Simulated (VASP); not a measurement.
# Sn4P11 in VASP: notebook

Runs on Sn4P11. Level: PBE. Tasks: single point.

Everything below comes from runs of VASP 6.6.1. Logs are shortened: lines on timing, memory, paths and dates and some standing lists are left out, and cuts for length are marked.

## Step 1: The cell of the first run

The cell holds an amorphous packing of atoms, 15 atoms: a = 6.913 Å, b = 6.835 Å, c = 6.823 Å, α = 94.64°, β = 89.02°, γ = 92.48°.

## Step 2: Single point, PBE

INCAR

```
SYSTEM = Sn4P11
PREC     = Accurate       ! precision mode
ENCUT    = 520            ! plane-wave cutoff, eV
EDIFF    = 1E-7           ! SCF threshold, eV
ISMEAR   = -1             ! smearing method
SIGMA    = 0.05           ! smearing width, eV
LREAL    = Auto         
LASPH    = .TRUE.         ! aspherical terms in the spheres
NELM     = 100            ! most SCF steps
ALGO     = Normal         ! electronic algorithm
ISIF     = 2              ! what is computed and relaxed
LWAVE    = .FALSE.        ! write WAVECAR
LCHARG   = .FALSE.        ! write CHGCAR
GGA      = PE             ! functional
NBANDS   = 68             ! bands
ISYM     = 0
```

KPOINTS

```
Automatic mesh
0
Gamma
  1 1 1
  0.25 0.25 0.25
```

POSCAR

```
Sn4P11
1.0
    6.9109540000     -0.1477090000      0.0559190000
   -0.1477090000      6.8279300000     -0.2761220000
    0.0559190000     -0.2761220000      6.8173210000
Sn P
4 11
Direct
    0.8157455544      0.4870810290      0.1557833513
    0.3767221631      0.0886450808      0.6572209128
    0.8233364598      0.0867897106      0.6248899527
    0.2795075697      0.4820857112      0.0269218197
    0.4118650436      0.7753209581      0.2831866201
    0.4150053702      0.5485358065      0.4941549795
    0.9545658429      0.5619469709      0.7556464708
    0.5981480290      0.1886776898     -0.0031138007
    1.0189663521      0.3790406607      0.4765487625
    0.0904232199      0.1291683333      0.1848676104
    0.4420508153      0.7364058847      0.7776234721
    0.9916032214      0.8956067797      0.9150545023
    0.1230398850      0.8895470580      0.3805526020
    0.7901716585      0.9835385675      0.1760853020
    0.7061432050      0.6930821760      0.5950082759
```

Potentials or basis: VASP PAW PBE potentials, release 64 (Sn_d, P).

The run is started by

```
cat potpaw_PBE.64/Sn_d/POTCAR potpaw_PBE.64/P/POTCAR > POTCAR
mpirun -np 1 vasp_std > vasp.out
```

OUTCAR:

```text
SYSTEM = Sn4P11
   PREC = Accurate
   ENCUT = 520
   EDIFF = 1E-7
   ISMEAR = -1
   LREAL = Auto
   LASPH = .TRUE.
   NELM = 100
   ISIF = 2
   GGA = PE
   ISYM = 0

 ion  position               nearest neighbor table
   1  0.816  0.487  0.156-   8 2.65   9 2.79   7 2.95  10 3.18  15 3.30   4 3.31
   2  0.377  0.089  0.657-  11 2.67   8 2.82  13 2.83   3 3.09   5 3.21   4 3.61
   3  0.823  0.087  0.625-   9 2.62  12 2.76  15 2.77  13 2.94   8 3.00   2 3.09  14 3.10
   4  0.280  0.482  0.027-   5 2.69  11 2.72  10 2.96   7 3.03   8 3.04   1 3.31   6 3.33   2 3.61

   5  0.412  0.775  0.283-   6 2.20  13 2.25   4 2.69   2 3.21
   6  0.415  0.549  0.494-   5 2.20  11 2.24  15 2.29   9 2.93   4 3.33
   7  0.955  0.562  0.756-   9 2.24  15 2.30  12 2.45   1 2.95   4 3.03
   8  0.598  0.189  0.997-  14 2.39   1 2.65   2 2.82   3 3.00   4 3.04
   9  0.019  0.379  0.477-   7 2.24  10 2.57   3 2.62   1 2.79   6 2.93
  10  0.090  0.129  0.185-  13 2.22  14 2.26  12 2.42   9 2.57   4 2.96   1 3.18
  11  0.442  0.736  0.778-  15 2.21   6 2.24   2 2.67   4 2.72
  12  0.992  0.896  0.915-  14 2.30  10 2.42   7 2.45   3 2.76
  13  0.123  0.890  0.381-  10 2.22   5 2.25   2 2.83  14 2.83   3 2.94
  14  0.790  0.984  0.176-  10 2.26  12 2.30   8 2.39  13 2.83   3 3.10
  15  0.706  0.693  0.595-  11 2.21   6 2.29   7 2.30   3 2.77   1 3.30

IMPORTANT INFORMATION: All symmetrisations will be switched off!
NOSYMM: (Re-)initialisation of all symmetry stuff for point group C_1.

----------------------------------------------------------------------------------------

                                     Primitive cell

  volume of cell :     321.0000

  direct lattice vectors                    reciprocal lattice vectors
     6.910954000 -0.147709000  0.055919000     0.144772439  0.003088908 -0.001062384
    -0.147709000  6.827930000 -0.276122000     0.003088908  0.146763460  0.005919025
     0.055919000 -0.276122000  6.817321000    -0.001062384  0.005919025  0.146933639

  length of vectors
     6.912758500  6.835107124  6.823139740     0.144809285  0.146915246  0.147056648

  position of ions in fractional coordinates (direct lattice)
     0.815745554  0.487081029  0.155783351
     0.376722163  0.088645081  0.657220913
     0.823336460  0.086789711  0.624889953
     0.279507570  0.482085711  0.026921820
     0.411865044  0.775320958  0.283186620
     0.415005370  0.548535806  0.494154980
     0.954565843  0.561946971  0.755646471
     0.598148029  0.188677690  0.996886199
     0.018966352  0.379040661  0.476548763
     0.090423220  0.129168333  0.184867610
     0.442050815  0.736405885  0.777623472
     0.991603221  0.895606780  0.915054502
     0.123039885  0.889547058  0.380552602
     0.790171659  0.983538567  0.176085302
     0.706143205  0.693082176  0.595008276

  ion indices of the primitive-cell ions
   primitive index   ion index
                 1           1
                 2           2
                 3           3
                 4           4
                 5           5
                 6           6
                 7           7
                 8           8
                 9           9
                10          10
                11          11
                12          12
                13          13
                14          14
                15          15

----------------------------------------------------------------------------------------

 KPOINTS: Automatic mesh

Automatic generation of k-mesh.
 Grid dimensions read from file:
 generate k-points for:    1    1    1

 Generating k-lattice:

  Cartesian coordinates                     Fractional coordinates (reciprocal lattice)
     0.144772439  0.003088908 -0.001062384     1.000000000 -0.000000000  0.000000000
     0.003088908  0.146763460  0.005919025    -0.000000000  1.000000000  0.000000000
    -0.001062384  0.005919025  0.146933639     0.000000000 -0.000000000  1.000000000

  Length of vectors
     0.144809285  0.146915246  0.147056648

  Shift w.r.t. Gamma in fractional coordinates (k-lattice)
     0.250000000  0.250000000  0.250000000

 Subroutine IBZKPT returns following result:
 ===========================================

 Found      1 irreducible k-points:

 Following reciprocal coordinates:
            Coordinates               Weight
  0.250000  0.250000  0.250000      2.000000
   k-points           NKPTS =      1   k-points in BZ     NKDIM =      1   number of bands    NBANDS=     68
   number of dos      NEDOS =    301   number of ions     NIONS =     15
   total plane-waves  NPLWV = 157464
   dimension x,y,z NGX =    54 NGY =   54 NGZ =   54
   dimension x,y,z NGXF=   108 NGYF=  108 NGZF=  108
   ions per type =               4  11
   NGX,Y,Z   is equivalent  to a cutoff of  12.99, 13.13, 13.16 a.u.
   NGXF,Y,Z  is equivalent  to a cutoff of  25.97, 26.27, 26.31 a.u.
 SYSTEM =  Sn4P11
   PREC   = accura    normal or accurate (medium, high low for compatibility)
   ISTART =      0    job   : 0-new  1-cont  2-samecut
   ICHARG =      2    charge: 1-file 2-atom 10-const
   ISPIN  =      1    spin polarized calculation?
   LNONCOLLINEAR =      F non collinear calculations
   LSORBIT =      F    spin-orbit coupling
   LASPH  =      T    aspherical Exc in radial PAW
   ENCUT  =  520.0 eV  38.22 Ry    6.18 a.u.  12.85 12.71 12.69*2*pi/ulx,y,z
   NELM   =    100;   NELMIN=  2; NELMDL= -5     # of ELM steps
   EDIFF  = 0.1E-06   stopping-criterion for ELM
   LREAL  =      T    real-space projection
   EDIFFG = 0.1E-05   stopping-criterion for IOM
   NSW    =      0    number of steps for IOM
   IBRION =     -1    ionic relax: 0-MD 1-quasi-New 2-CG
   NFREE  =      0    steps in history (QN), initial steepest desc. (CG)
   ISIF   =      2    stress and relaxation
   ISYM   =      0    0-nonsym 1-usesym 2-fastsym
   POTIM  = 0.5000    time-step for ionic-motion
   TEBEG  =    0.0;   TEEND  =   0.0 temperature during run
   PSTRESS=    0.0 pullay stress
   NELECT =     111.0000    total number of electrons
   NUPDOWN=      -1.0000    fix difference up-down
   EMIN   =  10.00;   EMAX   =-10.00  energy-range for DOS
   EFERMI =   0.00;   METHOD = LEGACY
   ISMEAR =    -1;   SIGMA  =   0.05  broadening in eV -4-tet -1-fermi 0-gaus
   EFERMI_NEDOS =   21; number of points for ismear=-14 and -15
   IALGO  =     38    algorithm
   IMIX   =      4    mixing-type and parameters
     AMIX     =   0.40;   BMIX     =  1.00
     AMIX_MAG =   1.60;   BMIX_MAG =  1.00
  volume/ion in A,a.u.               =      21.40       144.41
  Fermi-wavevector in a.u.,A,eV,Ry     =   1.149073  2.171432 17.964697  1.320368
  Thomas-Fermi vector in A             =   2.285744
   LORBIT       =      0    0 simple, 1 ext, 2 COOP (PROOUT), +10 PAW based schemes
   GGA     = PE    functional components
   LHFCALC =     F    Hartree Fock is set to
   AEXX    =    0.0000 exact exchange contribution
   IVDW    =     0    specifies the selected vdW correction
   LEPSILON=     F    determine dielectric tensor
   LRPA    =     F    only Hartree local field effects (RPA)
 non-spin polarized calculation
  energy-cutoff  :      520.00
  volume of cell :      321.00
 maximum number of plane-waves:      8638
 NGX is ok and might be reduce to    54
   NGX = 25   NGY = 25   NGZ = 25

 number of electron     111.0000003 magnetization

 Free energy of the ion-electron system (eV)
  ---------------------------------------------------
  ext. energy  EPLUGINS =         0.00000000
  ---------------------------------------------------
  free energy    TOTEN  =       -72.64689326 eV

  energy without entropy =      -72.57756960  energy(sigma->0) =      -72.61223143

 E-fermi :   6.9134     XC(G=0):  -9.9581

 val. band max:        6.1564790172   @ k =   0.2500   0.2500   0.2500
 cond. band min:       6.9134267928   @ k =   0.2500   0.2500   0.2500
 fundamental gap:      0.7569477755
 Fermi energy:         6.9134255440

 k-point     1 :       0.2500    0.2500    0.2500
  band No.  band energies     occupation
      1     -15.0443      2.00000
      2     -15.0373      2.00000
      3     -15.0331      2.00000
      4     -15.0066      2.00000
      5     -14.9975      2.00000
      6     -14.9555      2.00000
[... 59 lines left out ...]
     66       9.4810      0.00000
     67       9.8231      0.00000
 [bands above 67 left out]

------------------------ aborting loop because EDIFF is reached ----------------------------------------

  FORCE on cell =-STRESS in cart. coord.  units (eV):
  Direction    XX          YY          ZZ          XY          YZ          ZX
  --------------------------------------------------------------------------------------
  -------------------------------------------------------------------------------------
  Total        2.6284053      3.5345139      1.3896930      8.4378931      2.0693960      0.8510763
  in kB       13.1189154     17.6414914      6.9362457     42.1152732     10.3287843      4.2478984
  external PRESSURE =      12.5655508 kB  Pullay stress =       0.0000000 kB

 VOLUME and BASIS-vectors are now :
 -----------------------------------------------------------------------------
  energy-cutoff  :      520.00
  volume of cell :      321.00
      direct lattice vectors                 reciprocal lattice vectors
     6.910954000 -0.147709000  0.055919000     0.144772439  0.003088908 -0.001062384
    -0.147709000  6.827930000 -0.276122000     0.003088908  0.146763460  0.005919025
     0.055919000 -0.276122000  6.817321000    -0.001062384  0.005919025  0.146933639

 POSITION                                       TOTAL-FORCE (eV/Angst)
 -----------------------------------------------------------------------------------
      5.57434      3.16225      0.97315         0.248976      0.534152     -0.070741
      2.62717      0.36814      4.47708         0.073236      0.050923     -0.049989
      5.71216      0.29843      4.28215        -0.528360      0.295419      0.077011
      1.86196      3.24293      0.06605        -0.016618      0.360222      0.134206
      2.74769      5.15481      1.73952         0.369206     -0.107401     -0.337331
      2.81469      3.54762      3.24056         0.066083     -0.063412      0.078329
      6.55621      3.48729      5.04970        -0.256259      0.422499      0.177828
      4.16165      0.92466      6.77744        -0.107295     -0.440172      0.128759
      0.10174      2.45368      3.14519         0.034997     -0.114105     -0.600710
      0.61617      0.81755      1.22969        -0.193241     -0.223707      0.270237
      2.98970      4.74811      5.12269         0.131596     -0.205947      0.192971
      6.77180      5.71600      6.04637         0.390473     -0.339951      0.566346
      0.74021      5.95051      2.35561        -0.105309     -0.238376     -0.229645
      5.32541      6.55020      0.97304         0.019052      0.046887     -0.265161
      4.81102      4.46372      3.90447        -0.126537      0.022972     -0.072109
 -----------------------------------------------------------------------------------
    total drift:                               -0.011270      0.012112      0.016132

  FREE ENERGIE OF THE ION-ELECTRON SYSTEM (eV)
  ---------------------------------------------------
  free  energy   TOTEN  =       -72.6468932554 eV

  energy  without entropy=      -72.5775696035  energy(sigma->0) =      -72.61223143
```

It took 31 s on 1 thread of Intel Xeon 6975P-C (Granite Rapids), shared host; peak memory 0.35 GiB.

Results:

| Property | Result |
| --- | --- |
| Free energy | -72.6469 eV |
| Pressure | 1.3 GPa |
| Largest force | 0.767 eV/Å |

Forces in eV/Å, atoms in the order of the input:
```
Sn   0.249  0.534 -0.071
Sn   0.073  0.051 -0.050
Sn  -0.528  0.295  0.077
Sn  -0.017  0.360  0.134
P    0.369 -0.107 -0.337
P    0.066 -0.063  0.078
P   -0.256  0.422  0.178
P   -0.107 -0.440  0.129
P    0.035 -0.114 -0.601
P   -0.193 -0.224  0.270
P    0.132 -0.206  0.193
P    0.390 -0.340  0.566
P   -0.105 -0.238 -0.230
P    0.019  0.047 -0.265
P   -0.127  0.023 -0.072
```

Caveat: the k points lie up to 0.92 Å⁻¹ apart; spin-orbit coupling is left out, which moves the levels of the heavy elements.

(Part 1 of 2 ends here.)
